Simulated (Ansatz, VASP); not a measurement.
## Sc3H in VASP and in Ansatz

```xyz
4
Lattice="-2.0161 2.0161 5.0313 2.0161 -2.0161 5.0313 2.0161 2.0161 -5.0313" Properties=species:S:1:pos:R:3 pbc="T T T"
Sc    0.0000    0.0000    5.0313
Sc    2.0161    0.0000    2.5156
Sc    0.0000    2.0161    2.5156
H     0.0000    0.0000    0.0000
```

Alike in both runs: functional PBE; k mesh 6 × 6 × 6; occupations gaussian, width 0.1 eV; no spin polarisation.

Ansatz relaxed the structure, and its values are those at the end. VASP's run is a single point on that final structure, the one shown.

|  | VASP | Ansatz |
| --- | --- | --- |
| version | VASP 6.6.1 | Ansatz 0.2.0 |
| potentials or method | VASP PAW PBE potentials, release 64 (Sc_sv, H), cutoff 520 eV | scalar-relativistic, plane waves, PAW |
| valence electrons in the cell | 34 | 34 |

VASP gave:

| Property | Result |
| --- | --- |
| gap on the k mesh at the Fermi level (eV) | none |
| pressure (GPa) | 0.0 |

Question: What did Ansatz give for the same quantities?

Answer: gap on the k mesh at the Fermi level (eV): none; pressure (GPa): -0.1.

A gap of «none» marks a metal or a gap that the smearing closes.

The k mesh is coarse, so the values compare programs but aren't converged.
